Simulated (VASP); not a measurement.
Input of a VASP 6.6.1 run:

File INCAR:

```
SYSTEM = WC
PREC     = Accurate       ! precision mode
ENCUT    = 520            ! plane-wave cutoff, eV
EDIFF    = 1E-6           ! SCF threshold, eV
ISMEAR   = 0              ! smearing method
SIGMA    = 0.15           ! smearing width, eV
LREAL    = .FALSE.        ! projectors in reciprocal space
LASPH    = .TRUE.         ! aspherical terms in the spheres
NELM     = 60             ! most SCF steps
ALGO     = Normal         ! electronic algorithm
ISIF     = 2              ! what is computed and relaxed
LWAVE    = .FALSE.        ! write WAVECAR
LCHARG   = .FALSE.        ! write CHGCAR
GGA      = PS             ! functional
NBANDS   = 16             ! bands
```

File KPOINTS:

```
regular mesh
0
G
  18 18 16
  0 0 0
```

The input POSCAR:

```
WC
1.0
    2.9005014360      0.0000000000      0.0000000000
   -1.4502507180      2.5119079273      0.0188393095
    0.0000000000      0.0212175000      2.8290000000
W C
1 1
Direct
    0.0000000000      0.0000000000      0.0000000000
    0.6666666667      0.3333333333      0.5000000000
```

Potentials or basis: VASP PAW PBE potentials, release 64 (W_sv, C).

Launch:

```sh
$ cat potpaw_PBE.64/W_sv/POTCAR potpaw_PBE.64/C/POTCAR > POTCAR
$ mpirun -np 1 vasp_std > vasp.out
```

Question: Estimate the pressure.

Answer: 0.6 GPa.

Question: What does it give for the band gap on the k mesh?

Answer: Zero (bands 9 and 10 overlap by 1.24 eV).

Question: Estimate the largest force.

Answer: 0.007 eV/Å.

Stress tensor (GPa, compression positive):
```
 0.47  0.00  0.00
 0.00  0.55 -4.82
 0.00 -4.82  0.85
```

Caveat: the cell differs from its parent crystal (strain +0.0150 x Voigt [0, 0, 0, 1, 0, 0]); the PAW data sets were made with another functional, which shifts forces and pressure a little; spin-orbit coupling is left out, which moves the levels of the heavy elements.
